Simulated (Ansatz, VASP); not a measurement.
Two plane-wave programs on WSe2

```
W Se
1.0
    -3.32069    0.00000    0.00000
    -1.66035   -2.87581    0.00000
    -2.90544   -1.67746   15.25733
W Se
2 4
Direct
  0.18751 0.18751 0.25000
  0.22919 0.22919 0.75000
  0.96001 0.96001 0.64002
  0.58499 0.58499 0.14002
  0.83171 0.83171 0.85998
  0.45669 0.45669 0.35998
```

Alike in both runs: task single point; functional PBE; k mesh 9 × 9 × 2; occupations gaussian, width 0.05 eV; no spin polarisation.

```csv
,VASP,Ansatz
version,VASP 6.6.1,Ansatz 0.2.0
potentials or method,"VASP PAW PBE potentials, release 64 (W_sv, Se), cutoff 520 eV","scalar-relativistic, plane waves, PAW"
valence electrons in the cell,52,92
```

Ansatz gave:

- gap on the k mesh at the Fermi level (eV): 1.54
- least direct gap on the mesh (eV): 1.54
- pressure (GPa): 0.1
- traceless stress, the component that is largest in VASP (GPa): 0.07
- rms of the force components (eV/Å): 0.003

Problem. Which values does VASP return?

Solution. gap on the k mesh at the Fermi level (eV): 1.53; least direct gap on the mesh (eV): 1.53; pressure (GPa): 0.3; traceless stress, the component that is largest in VASP (GPa): 0.13; rms of the force components (eV/Å): 0.021.

Atom by atom the forces differ by 0.021 eV/Å (rms over components). With one functional, cell and mesh, what is left measures potentials, basis and numerics. VASP's potentials hold 52 valence electrons a cell and Ansatz's 92, so a difference there can come from the potentials and not from the codes.

Neither program's run includes spin-orbit coupling.
